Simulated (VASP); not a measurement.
# Si (P2_1/m) in VASP: single point with LDA

Aim: the single point of Si with LDA.

All numbers are computed with VASP 6.6.1; they aren't measurements. Logs are shortened: lines on timing, memory, paths and dates and some standing lists are left out, and cuts for length are marked.

## 1. The cell of the first run

Symmetry: P2_1/m, No. 11, monoclinic system. The conventional cell has a = 2.651 Å, b = 4.542 Å, c = 2.651 Å, α = 90.00°, β = 120.00°, γ = 90.00°. Si (site symmetry m) has 8 Si at 2.30 to 2.65 Å within 3.0 Å.

## 2. Single point, LDA

Contents of INCAR:

```
PREC = Accurate ; ENCUT = 520
EDIFF = 1E-7 ; ISMEAR = 0
SIGMA = 0.15 ; LREAL = False
LASPH = True ; NELM = 100
ALGO = Normal ; ISIF = 2
LWAVE = False ; LCHARG = False
GGA = CA ; NBANDS = 11
```

Contents of KPOINTS:

```
Automatic mesh
0
Gamma
  12 12 8
```

Contents of POSCAR:

```
Si
1.0
    2.6510666864      0.0000000000      0.0000000000
   -1.3255333432      2.2958910975      0.0000000000
    0.0000000000      0.0000000000      4.5417424128
Si
2
Direct
    0.0612185724      0.4798779697      0.2499977455
    0.9387814276      0.5201220303      0.7500022545
```

Potentials or basis: VASP PAW LDA potentials, release 64 (Si).

Launch:

```console
$ cat potpaw_LDA.64/Si/POTCAR > POTCAR
$ mpirun -np 1 vasp_std > vasp.out
```

OUTCAR:

```text
PREC = Accurate
   ENCUT = 520
   EDIFF = 1E-7
   ISMEAR = 0
   LREAL = False
   LASPH = True
   NELM = 100
   ISIF = 2
   GGA = CA

 ion  position               nearest neighbor table
   1  0.061  0.480  0.250-   2 2.30   2 2.30
   2  0.939  0.520  0.750-   1 2.30   1 2.30

  LATTYP: Found a hexagonal cell.
 ALAT       =     2.6510666864
 C/A-ratio  =     1.7131754686

  Lattice vectors:

 A1 = (   2.6510666864,   0.0000000000,   0.0000000000)
 A2 = (  -1.3255333432,   2.2958910975,   0.0000000000)
 A3 = (   0.0000000000,   0.0000000000,   4.5417424128)

Analysis of symmetry for initial positions (statically):
=====================================================================
 Subroutine PRICEL returns:
 Original cell was already a primitive cell.

 Routine SETGRP: Setting up the symmetry group for a
 hexagonal supercell.

 Subroutine GETGRP returns: Found  4 space group operations
 (whereof  2 operations were pure point group operations)
 out of a pool of 24 trial point group operations.

The static configuration has the point symmetry S_2 .
 The point group associated with its full space group is C_2h.

Analysis of symmetry for dynamics (positions and initial velocities):
=====================================================================
 Subroutine PRICEL returns:
 Original cell was already a primitive cell.

 Routine SETGRP: Setting up the symmetry group for a
 hexagonal supercell.

 Subroutine GETGRP returns: Found  4 space group operations
 (whereof  2 operations were pure point group operations)
 out of a pool of 24 trial point group operations.

The dynamic configuration has the point symmetry S_2 .
 The point group associated with its full space group is C_2h.

 Subroutine INISYM returns: Found  4 space group operations
 (whereof  2 operations are pure point group operations),
 and found     1 'primitive' translations

----------------------------------------------------------------------------------------

                                     Primitive cell

  volume of cell :      27.6436

  direct lattice vectors                    reciprocal lattice vectors
     2.651066686  0.000000000  0.000000000     0.377206656  0.217780364  0.000000000
    -1.325533343  2.295891098  0.000000000     0.000000000  0.435560729  0.000000000
     0.000000000  0.000000000  4.541742413     0.000000000  0.000000000  0.220179814

  length of vectors
     2.651066686  2.651066686  4.541742413     0.435560729  0.435560729  0.220179814

  position of ions in fractional coordinates (direct lattice)
     0.061218572  0.479877970  0.249997746
     0.938781428  0.520122030  0.750002255

  ion indices of the primitive-cell ions
   primitive index   ion index
                 1           1
                 2           2

----------------------------------------------------------------------------------------

 KPOINTS: Automatic mesh

Automatic generation of k-mesh.
 Grid dimensions read from file:
 generate k-points for:   12   12    8

 Generating k-lattice:

  Cartesian coordinates                     Fractional coordinates (reciprocal lattice)
     0.031433888  0.018148364  0.000000000     0.083333333  0.000000000  0.000000000
     0.000000000  0.036296727  0.000000000     0.000000000  0.083333333  0.000000000
     0.000000000  0.000000000  0.027522477     0.000000000  0.000000000  0.125000000

  Length of vectors
     0.036296727  0.036296727  0.027522477

  Shift w.r.t. Gamma in fractional coordinates (k-lattice)
     0.000000000  0.000000000  0.000000000

 Subroutine IBZKPT returns following result:
 ===========================================

 Found    370 irreducible k-points:

 Following reciprocal coordinates:
            Coordinates               Weight
  0.000000  0.000000  0.000000      1.000000
  0.083333  0.000000  0.000000      2.000000
  0.000000  0.083333  0.000000      2.000000
 -0.083333  0.083333  0.000000      2.000000
  0.166667  0.000000  0.000000      2.000000
  0.000000  0.166667  0.000000      2.000000
[... 16 lines left out ...]
  0.166667  0.083333  0.000000      2.000000
 -0.083333  0.250000  0.000000      2.000000
 [... further k-points ...]
   k-points           NKPTS =    370   k-points in BZ     NKDIM =    370   number of bands    NBANDS=     11
   number of dos      NEDOS =    301   number of ions     NIONS =      2
   total plane-waves  NPLWV =  14400
   dimension x,y,z NGX =    20 NGY =   20 NGZ =   36
   dimension x,y,z NGXF=    40 NGYF=   40 NGZF=   72
   ions per type =               2
   NGX,Y,Z   is equivalent  to a cutoff of  12.54, 12.54, 13.18 a.u.
   NGXF,Y,Z  is equivalent  to a cutoff of  25.08, 25.08, 26.35 a.u.
 SYSTEM =  unknown system
   PREC   = accura    normal or accurate (medium, high low for compatibility)
   ISTART =      0    job   : 0-new  1-cont  2-samecut
   ICHARG =      2    charge: 1-file 2-atom 10-const
   ISPIN  =      1    spin polarized calculation?
   LNONCOLLINEAR =      F non collinear calculations
   LSORBIT =      F    spin-orbit coupling
   LASPH  =      T    aspherical Exc in radial PAW
   ENCUT  =  520.0 eV  38.22 Ry    6.18 a.u.   4.93  4.93  8.44*2*pi/ulx,y,z
   NELM   =    100;   NELMIN=  2; NELMDL= -5     # of ELM steps
   EDIFF  = 0.1E-06   stopping-criterion for ELM
   LREAL  =      F    real-space projection
   EDIFFG = 0.1E-05   stopping-criterion for IOM
   NSW    =      0    number of steps for IOM
   IBRION =     -1    ionic relax: 0-MD 1-quasi-New 2-CG
   NFREE  =      0    steps in history (QN), initial steepest desc. (CG)
   ISIF   =      2    stress and relaxation
   ISYM   =      2    0-nonsym 1-usesym 2-fastsym
   POTIM  = 0.5000    time-step for ionic-motion
   TEBEG  =    0.0;   TEEND  =   0.0 temperature during run
   PSTRESS=    0.0 pullay stress
   NELECT =       8.0000    total number of electrons
   NUPDOWN=      -1.0000    fix difference up-down
   EMIN   =  10.00;   EMAX   =-10.00  energy-range for DOS
   EFERMI =   0.00;   METHOD = LEGACY
   ISMEAR =     0;   SIGMA  =   0.15  broadening in eV -4-tet -1-fermi 0-gaus
   EFERMI_NEDOS =   21; number of points for ismear=-14 and -15
   IALGO  =     38    algorithm
   IMIX   =      4    mixing-type and parameters
     AMIX     =   0.40;   BMIX     =  1.00
     AMIX_MAG =   1.60;   BMIX_MAG =  1.00
  volume/ion in A,a.u.               =      13.82        93.27
  Fermi-wavevector in a.u.,A,eV,Ry     =   1.082863  2.046314 15.954074  1.172591
  Thomas-Fermi vector in A             =   2.218915
   LORBIT       =      0    0 simple, 1 ext, 2 COOP (PROOUT), +10 PAW based schemes
   GGA     = CA    functional components
   LHFCALC =     F    Hartree Fock is set to
   AEXX    =    0.0000 exact exchange contribution
   IVDW    =     0    specifies the selected vdW correction
   LEPSILON=     F    determine dielectric tensor
   LRPA    =     F    only Hartree local field effects (RPA)
 non-spin polarized calculation
 Gauss-broadening in eV      SIGMA  =   0.15
  energy-cutoff  :      520.00
  volume of cell :       27.64
 maximum number of plane-waves:       768
   NGX =  9   NGY =  9   NGZ = 17

 number of electron       8.0000001 magnetization

 Free energy of the ion-electron system (eV)
  ---------------------------------------------------
  ext. energy  EPLUGINS =         0.00000000
  ---------------------------------------------------
  free energy    TOTEN  =       -11.27787805 eV

  energy without entropy =      -11.26732838  energy(sigma->0) =      -11.27260321

 E-fermi :  10.5335     XC(G=0): -11.3933

 val. band max:       10.5175930021   @ k =  -0.2500   0.5000   0.3750
 cond. band min:      10.5381202149   @ k =   0.5000   0.2500   0.3750
 fundamental gap:      0.0205272127
 Fermi energy:        10.5335144501

 k-point     1 :       0.0000    0.0000    0.0000
  band No.  band energies     occupation
      1      -4.1559      2.00000
      2       2.3161      2.00000
      3       3.0826      2.00000
      4      18.7407      0.00000
      5      19.6124      0.00000
      6      19.8007      0.00000
      7      21.6769      0.00000
      8      21.8515      0.00000
      9      21.9703      0.00000
     10      24.2940      0.00000
     11      24.6232      0.00000

 k-point     2 :       0.0833    0.0000    0.0000
  band No.  band energies     occupation
      1      -3.9665      2.00000
      2       2.5042      2.00000
      3       3.2554      2.00000
      4      16.7720      0.00000
      5      18.6904      0.00000
      6      19.6823      0.00000
      7      21.8140      0.00000
      8      21.9146      0.00000
      9      22.4730      0.00000
     10      23.4099      0.00000
     11      23.7824      0.00000

 k-point     3 :       0.0000    0.0833    0.0000
  band No.  band energies     occupation
      1      -3.9666      2.00000
      2       2.5043      2.00000
      3       3.2549      2.00000
      4      16.7539      0.00000
      5      18.8060      0.00000
      6      19.5397      0.00000
      7      21.8875      0.00000
      8      21.9711      0.00000
      9      22.2971      0.00000
     10      23.6752      0.00000
     11      23.8328      0.00000

 k-point     4 :      -0.0833    0.0833    0.0000
  band No.  band energies     occupation
      1      -3.9664      2.00000
      2       2.5042      2.00000
      3       3.2557      2.00000
      4      16.7897      0.00000
      5      18.5941      0.00000
      6      19.8068      0.00000
      7      21.7772      0.00000
      8      21.8737      0.00000
      9      22.7080      0.00000
     10      23.1209      0.00000
     11      23.6934      0.00000

 k-point     5 :       0.1667    0.0000    0.0000
  band No.  band energies     occupation
      1      -3.3995      2.00000
      2       3.0665      2.00000
      3       3.7707      2.00000
      4      13.7254      0.00000
      5      17.3285      0.00000
      6      18.5223      0.00000
      7      19.5864      0.00000
      8      20.6976      0.00000
      9      22.1365      0.00000
     10      22.6717      0.00000
     11      23.5906      0.00000
[... 211 lines left out ...]
 k-point    21 :      -0.0833    0.1667    0.0000
  band No.  band energies     occupation
      1      -3.5883      2.00000
      2       2.8794      2.00000
      3       3.5993      2.00000
      4      14.9575      0.00000
      5      16.3653      0.00000
      6      20.3533      0.00000
      7      21.0701      0.00000
      8      21.2502      0.00000
      9      21.5256      0.00000
     10      22.6279      0.00000
     11      22.6933      0.00000

 k-point    22 :      -0.1667    0.0833    0.0000
  band No.  band energies     occupation
      1      -3.5879      2.00000
      2       2.8793      2.00000
      3       3.6007      2.00000
      4      14.9501      0.00000
      5      16.3898      0.00000
      6      20.5027      0.00000
      7      20.8912      0.00000
      8      21.2962      0.00000
      9      21.3054      0.00000
     10      22.4249      0.00000
     11      23.0045      0.00000

 k-point    23 :       0.1667    0.0833    0.0000
  band No.  band energies     occupation
      1      -2.8353      2.00000
      2       3.6256      2.00000
      3       4.2786      2.00000
      4      12.2166      0.00000
      5      14.5638      0.00000
      6      18.1531      0.00000
      7      19.2463      0.00000
      8      19.5703      0.00000
      9      20.9240      0.00000
     10      22.2699      0.00000
     11      23.6012      0.00000

 k-point    24 :      -0.0833    0.2500    0.0000
  band No.  band energies     occupation
      1      -2.8353      2.00000
      2       3.6255      2.00000
      3       4.2788      2.00000
      4      12.1999      0.00000
      5      14.6054      0.00000
      6      18.2047      0.00000
      7      19.2231      0.00000
      8      19.3886      0.00000
      9      21.0575      0.00000
     10      22.2665      0.00000
     11      23.5826      0.00000

 [... further k-points ...]

------------------------ aborting loop because EDIFF is reached ----------------------------------------

  FORCE on cell =-STRESS in cart. coord.  units (eV):
  Direction    XX          YY          ZZ          XY          YZ          ZX
  --------------------------------------------------------------------------------------
  -------------------------------------------------------------------------------------
  Total        0.1308991      0.0666901      4.3119340     -0.0149240      0.0000000      0.0000000
  in kB        7.5866982      3.8652481    249.9126578     -0.8649718      0.0000000      0.0000000
  external PRESSURE =      87.1215347 kB  Pullay stress =       0.0000000 kB

 VOLUME and BASIS-vectors are now :
 -----------------------------------------------------------------------------
  energy-cutoff  :      520.00
  volume of cell :       27.64
      direct lattice vectors                 reciprocal lattice vectors
     2.651066686  0.000000000  0.000000000     0.377206656  0.217780364  0.000000000
    -1.325533343  2.295891098  0.000000000     0.000000000  0.435560729  0.000000000
     0.000000000  0.000000000  4.541742413     0.000000000  0.000000000  0.220179814

 POSITION                                       TOTAL-FORCE (eV/Angst)
 -----------------------------------------------------------------------------------
     -0.47380      1.10175      1.13543         0.001448     -0.000416     -0.000000
      1.79933      1.19414      3.40632        -0.001448      0.000416      0.000000
 -----------------------------------------------------------------------------------
    total drift:                               -0.000014      0.000425      0.000177

  FREE ENERGIE OF THE ION-ELECTRON SYSTEM (eV)
  ---------------------------------------------------
  free  energy   TOTEN  =       -11.2778780490 eV

  energy  without entropy=      -11.2673283754  energy(sigma->0) =      -11.27260321
```

Wall time 61 s (1 thread of Intel Xeon Platinum 8488C (Sapphire Rapids), shared host); peak memory 0.19 GiB.

Results:

- Free energy: -11.2779 eV
- Pressure: 8.7 GPa
- Band gap on the k mesh: zero (bands 4 and 5 overlap by 11.76 eV)

Stress tensor (GPa, compression positive):
```
 0.76 -0.09  0.00
-0.09  0.39  0.00
 0.00  0.00 24.99
```

Levels at points of the mesh, in eV from the Fermi level:
```
           k point  band 2  band 3  band 4  band 5  band 6  band 7
(0.00, 0.00, 0.00)   -8.22   -7.45    8.21    9.08    9.27   11.14
(0.50, 0.00, 0.00)   -7.38   -2.68   -2.09   -1.11    1.12    4.22
(0.00, 0.50, 0.00)   -7.35   -2.74   -2.12   -1.08    1.25    4.34
(0.50, 0.50, 0.00)   -7.41   -2.64   -2.07   -1.13    1.01    4.11
(0.00, 0.00, 0.50)  -12.95    0.23    0.23   10.44   10.44   10.49
(0.50, 0.00, 0.50)   -6.83   -5.75   -5.75    4.68    4.68    5.73
(0.00, 0.50, 0.50)   -6.86   -5.73   -5.72    4.65    4.65    5.86
(0.50, 0.50, 0.50)   -6.81   -5.77   -5.77    4.71    4.71    5.60
```

Caveat: the stress differs along the axes, from 0 to 25 GPa.

The gap in the log of VASP goes by the Fermi energy; the results here count the filled bands.